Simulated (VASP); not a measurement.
A run of VASP 6.6.1 is set up as follows.

INCAR

```
SYSTEM = Mg
PREC = Accurate
ENCUT = 520
EDIFF = 1E-8
ISMEAR = -1
SIGMA = 0.08
LREAL = .FALSE.
LASPH = .TRUE.
NELM = 100
ALGO = Normal
ISIF = 2
LWAVE = .FALSE.
LCHARG = .FALSE.
GGA = PE
LEFG = .TRUE.
NBANDS = 9
```

File KPOINTS:

```
regular mesh
0
G
  12 12 7
  0 0 0
```

File POSCAR:

```
Mg
1.0
    3.2722144052      0.0000000000      0.0000000000
   -1.6361072025      2.8338208015      0.0000000000
    0.0000000000      0.0000000000      5.3125192770
Mg
2
Direct
    0.3333333333      0.6666666667      0.2500000000
    0.6666666667      0.3333333333      0.7500000000
```

Potentials or basis: VASP PAW PBE potentials, release 64 (Mg).

The run is started by

```console
$ cat potpaw_PBE.64/Mg/POTCAR > POTCAR
$ mpirun -np 1 vasp_std > vasp.out
```

Q: Predict the pressure.

A: -2.3 GPa.

Q: Predict the band gap on the k mesh.

A: Zero (band 2 reaches 3.26 eV, above the bottom of band 3 at 1.03 eV).

Electric field gradients, principal values (V/Å²):
| atom | least | middle | greatest (by size) |
| --- | --- | --- | --- |
| 1 Mg | -0.476 | -0.476 | 0.951 |
| 2 Mg | -0.476 | -0.476 | 0.951 |

Caveat: without QUAD_EFG the Cq values of the log hold for a quadrupole moment of 1 mb, not for the nuclei.
